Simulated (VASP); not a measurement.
A run of VASP 6.6.1 is set up as follows.

File INCAR:

```
ALGO     = Normal         # electronic algorithm
DIPOL    = 0.5 0.5 0.415
EDIFF    = 1E-6           # SCF threshold, eV
ENCUT    = 520            # plane-wave cutoff, eV
GGA      = PE             # functional
IDIPOL   = 3            
ISIF     = 2              # what is computed and relaxed
ISMEAR   = 0              # smearing method
IVDW     = 12             # dispersion correction
LASPH    = True           # aspherical terms in the spheres
LCHARG   = False          # write CHGCAR
LDIPOL   = True         
LREAL    = False          # projectors in reciprocal space
LWAVE    = False          # write WAVECAR
NBANDS   = 36             # bands
NELM     = 100            # most SCF steps
PREC     = Accurate       # precision mode
SIGMA    = 0.1            # smearing width, eV
```

Contents of KPOINTS:

```
k-points
0
Gamma
  9 9 1
```

File POSCAR:

```
Ge
1.0
    4.0226895460      0.0000000000      0.0000000000
   -2.0113447730      3.4837513384      0.0000000000
    0.0000000000      0.0000000000     18.8685220369
Ge
4
Direct
    0.3333333333      0.6666666667      0.2747571330
    0.6666666667      0.3333333333      0.2384924474
    0.1111111111      0.8888888889      0.5919129233
    0.4444444444      0.5555555556      0.5556482377
```

Potentials or basis: VASP PAW PBE potentials, release 64 (Ge_d).

The run is started by

```sh
$ cat potpaw_PBE.64/Ge_d/POTCAR > POTCAR
$ mpirun -np 1 vasp_std > vasp.out
```

(1) Estimate the band gap on the k mesh.

(2) What does it give for the largest force?

(3) Predict the dispersion energy per atom.

Results:

(1) 0.03 eV.

(2) 0.048 eV/Å.

(3) -0.172 eV.

Caveat: the cell differs from its parent crystal (layers slid over each other).
